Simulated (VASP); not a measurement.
Input of a VASP 6.6.1 run:

INCAR

```
SYSTEM = Sb
ALGO = Normal
EDIFF = 1E-8
ENCUT = 520
GGA = PS
ISIF = 2
ISMEAR = -1
LASPH = .TRUE.
LCHARG = .FALSE.
LEFG = .TRUE.
LREAL = .FALSE.
LWAVE = .FALSE.
NBANDS = 12
NELM = 100
PREC = Accurate
SIGMA = 0.05
```

File KPOINTS:

```
k-points
0
G
  9 9 9
  0 0 0
```

File POSCAR:

```
Sb
1.0
    2.0758155868      1.1532306756      3.6931162498
   -2.2253850772      1.2177486856      3.7576342598
   -0.0189105096     -2.5394593611      3.7812494904
Sb
2
Direct
    0.2336400000      0.2336400000      0.2336400000
    0.7663600000      0.7663600000      0.7663600000
```

Potentials or basis: VASP PAW PBE potentials, release 64 (Sb).

Run with:

```bash
$ cat potpaw_PBE.64/Sb/POTCAR > POTCAR
$ mpirun -np 1 vasp_std > vasp.out
```

(1) Estimate the largest force.

(2) Predict the pressure.

(3) Predict the band gap on the k mesh.

Results:

(1) 0.269 eV/Å.

(2) 0.7 GPa.

(3) zero (bands 5 and 6 overlap by 0.11 eV).

Caveat: the cell differs from its parent crystal (equal xy, yz and zx shear strains of -3 %); without QUAD_EFG the Cq values of the log hold for a quadrupole moment of 1 mb, not for the nuclei; the PAW data sets were made with another functional, which shifts forces and pressure a little; spin-orbit coupling is left out, which moves the levels of the heavy elements.
